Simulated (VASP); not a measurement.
Tl, 2 atoms in the cell. It takes space group P6_3/mmc (No. 194, hexagonal). Conventional cell: a = 3.553 Å, b = 3.553 Å, c = 5.226 Å, α = 90.00°, β = 90.00°, γ = 120.00°. Within 4.4 Å of Tl (site symmetry -6m2) lie 12 Tl at 3.32 to 3.55 Å.  This cell differs from its parent crystal: ratio of the length along z to the lengths across it x 0.92, volume and fractional coordinates fixed.

```yaml
Program: VASP 6.6.1
Task: single point
Functional: PBEsol
Potentials_or_basis: VASP PAW PBE potentials, release 64 (Tl_d)
Cutoff: 520 eV
k_mesh: 18 × 18 × 10
Occupations: gaussian, width 0.15 eV
Spin: no spin polarisation
Dipole_correction: no
Further_INCAR_settings: ALGO = Fast; EDIFF = 1e-06; NBANDS = 20
```

Potentials or basis: VASP PAW PBE potentials, release 64 (Tl_d).

Launch:

```console
$ cat potpaw_PBE.64/Tl_d/POTCAR > POTCAR
$ mpirun -np 1 vasp_std > vasp.out
```

Hardware: 1 thread of Intel(R) Xeon(R) 6975P-C (Granite Rapids) (shared host).

Task: Estimate the wall time of this run.

Result: Run time: 71 s on 1 thread of Intel(R) Xeon(R) 6975P-C (Granite Rapids), on a shared host, peak memory 0.32 GiB. Counts: scf iterations 11, k points 222.
